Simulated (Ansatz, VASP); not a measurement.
## Two plane-wave programs on LiF

INCAR

```
SYSTEM = LiF
PREC     = Accurate       ! precision mode
ENCUT    = 520            ! plane-wave cutoff, eV
EDIFF    = 1E-6           ! SCF threshold, eV
ISMEAR   = 0              ! smearing method
SIGMA    = 0.1            ! smearing width, eV
LREAL    = .False.        ! projectors in reciprocal space
LASPH    = .True.         ! aspherical terms in the spheres
NELM     = 100            ! most SCF steps
ALGO     = Normal         ! electronic algorithm
ISIF     = 2              ! what is computed and relaxed
LWAVE    = .False.        ! write WAVECAR
LCHARG   = .False.        ! write CHGCAR
NBANDS   = 12             ! bands
```

KPOINTS

```
Automatic mesh
0
Gamma
  8 8 8
  0 0 0
```

The input POSCAR:

```
LiF
1.0
    0.0000000000      2.0417135700      2.0417135700
    2.0417135700      0.0000000000      2.0417135700
    2.0417135700      2.0417135700      0.0000000000
Li F
1 1
Direct
    0.0000000000      0.0000000000      0.0000000000
    0.5000000000      0.5000000000      0.5000000000
```

Input for Ansatz:

```yaml
crystal:
  lattice:
    - [0.0, 2.04171357, 2.04171357]
    - [2.04171357, 0.0, 2.04171357]
    - [2.04171357, 2.04171357, 0.0]
  atoms:
    - { symbol: Li, position: [0.0, 0.0, 0.0] }
    - { symbol: F, position: [0.5, 0.5, 0.5] }
basis:
  ecutwfc: 420
kpoints:
  mp_grid: { grid: [8, 8, 8] }
hamiltonian:
  xc: lda
  pseudopotentials: { kind: paw, azcp: { folder: soft_1 } }
scf:
  occupations: { method: gaussian, width: 0.1 }
output:
  forces: true
  stress: true
  eigenvalues: true
```

Alike in both runs: task single point; functional LDA; k mesh 8 × 8 × 8; occupations gaussian, width 0.1 eV; no spin polarisation.

```csv
,VASP,Ansatz
version,VASP 6.6.1,Ansatz 0.2.0
potentials or method,"VASP PAW LDA potentials, release 64 (Li_sv, F), cutoff 520 eV","scalar-relativistic, plane waves, PAW"
valence electrons in the cell,10,10
```

|  | VASP | Ansatz | Ansatz less VASP |
| --- | --- | --- | --- |
| gap on the k mesh at the Fermi level (eV) | 8.48 | 8.48 | +0.008 |
| least direct gap on the mesh (eV) | 8.48 | 8.48 | +0.008 |

Ansatz warns that its potentials were made for another functional, while VASP's fit it. LDA's correlation is that of Perdew and Zunger in VASP and of Perdew and Wang (1992) in Ansatz.

Noted on VASP's run: the cutoff is short for stress, so the pressure is rough.
